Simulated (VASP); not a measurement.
# Y3NbO: single point with PBE

Crystal: Y3NbO.

```
CELL_PARAMETERS angstrom
5.03236 0.00000 0.00000
-2.51618 4.35816 0.00000
0.00000 0.00000 5.21031
ATOMIC_POSITIONS crystal
Y 0.46718 0.00000 0.50000
Y 0.00000 0.46718 0.50000
Y 0.53282 0.53282 0.50000
Nb 0.00000 0.00000 0.50000
O 0.00000 0.00000 0.00000
```

The cell was built from a structure type or drawn by symmetry, and may not be a known phase.

```yaml
Program: VASP 6.6.1
Task: single point
Functional: PBE
Potentials_or_basis: VASP PAW PBE potentials, release 64 (Y_sv, Nb_sv, O)
Cutoff: 520 eV
k_mesh: 6 × 6 × 4
Occupations: gaussian, width 0.1 eV
Spin: no spin polarisation
```

The pressure is 30.3 GPa. The largest force is 0.728 eV/Å and the band gap on the k mesh is zero (bands 26 and 27 overlap by 2.22 eV).

Forces on the atoms (eV/Å):
```
Y    0.728  0.000  0.000
Y   -0.364  0.631  0.000
Y   -0.364 -0.631  0.000
Nb   0.000  0.000  0.000
O    0.000  0.000  0.000
```

Stress tensor (GPa, compression positive):
```
 54.30   0.00   0.00
  0.00  54.30   0.00
  0.00   0.00 -17.79
```

Levels at points of the mesh, in eV from the Fermi level:
```
           k point  band 24  band 25  band 26  band 27  band 28  band 29  band 30  band 31
(0.00, 0.00, 0.00)    -1.95    -1.76    -1.52    -1.52    -1.01     2.51     2.51     3.36
(0.50, 0.00, 0.00)    -0.35    -0.34     0.01     0.59     1.09     1.59     1.65     1.80
(0.00, 0.00, 0.50)    -1.93    -1.59    -0.45    -0.45     1.12     1.21     2.51     2.51
(0.50, 0.00, 0.50)    -0.44    -0.07     0.64     0.83     1.44     1.48     1.60     2.50
```

Run time: 3.4 min on 1 thread of Intel Xeon 8259CL, with other jobs on the host, peak memory 0.3 GiB.

Caveat: the cell stands under pressure.
